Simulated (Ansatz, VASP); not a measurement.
Mg: VASP beside Ansatz

The input INCAR:

```
SYSTEM = Mg
ALGO     = Normal         ! electronic algorithm
EDIFF    = 1E-6           ! SCF threshold, eV
ENCUT    = 600            ! plane-wave cutoff, eV
GGA      = PE             ! functional
GGA_COMPAT= .FALSE.      
ISIF     = 2              ! what is computed and relaxed
ISMEAR   = -1             ! smearing method
LASPH    = .TRUE.         ! aspherical terms in the spheres
LCHARG   = .FALSE.        ! write CHGCAR
LREAL    = .FALSE.        ! projectors in reciprocal space
LWAVE    = .FALSE.        ! write WAVECAR
NBANDS   = 7              ! bands
NELM     = 120            ! most SCF steps
PREC     = Accurate       ! precision mode
SIGMA    = 0.05           ! smearing width, eV
```

The input KPOINTS:

```
k-points
0
G
  10 10 10
  0 0 0
```

Contents of POSCAR:

```
Mg
1.0
   -0.0112212800      2.2442560000      2.2442560000
    2.2442560000     -0.0112212800      2.2442560000
    2.2330347200      2.2330347200      0.0000000000
Mg
1
Direct
    0.0000000000      0.0000000000      0.0000000000
```

Contents of input.yaml:

```yaml
crystal:
  lattice:
    - [-0.01122128, 2.244256, 2.244256]
    - [2.244256, -0.01122128, 2.244256]
    - [2.23303472, 2.23303472, 0.0]
  atoms:
    - { symbol: Mg, position: [0.0, 0.0, 0.0] }
kpoints:
  mp_grid: { grid: [10, 10, 10] }
scf:
  occupations: { method: fermi_dirac, width: 0.05 }
hamiltonian:
  xc: pbe
  pseudopotentials: { kind: all_electron, lapw: { basis_error: 0.001 } }
output:
  forces: true
  stress: true
  eigenvalues: true
```

Change from the starting cell: strain = -0.01.

Alike in both runs: task single point; functional PBE; k mesh 10 × 10 × 10; occupations fermi-dirac, width 0.05 eV; no spin polarisation.

```csv
,VASP,Ansatz
version,VASP 6.6.1,Ansatz 0.2.0
potentials or method,"VASP PAW PBE potentials, release 64 (Mg), cutoff 600 eV","all-electron LAPW, scalar-relativistic"
```

VASP gave:

* gap on the k mesh at the Fermi level (eV): none
* pressure (GPa): 0.7
* traceless stress, the component that is largest in VASP (GPa): 0.20

Q: Estimate Ansatz's values.

A: gap on the k mesh at the Fermi level (eV): none; pressure (GPa): 0.8; traceless stress, the component that is largest in VASP (GPa): 0.20.

A gap of «none» marks a metal or a gap that the smearing closes. Ansatz ran all-electron here, and VASP with PAW potentials.
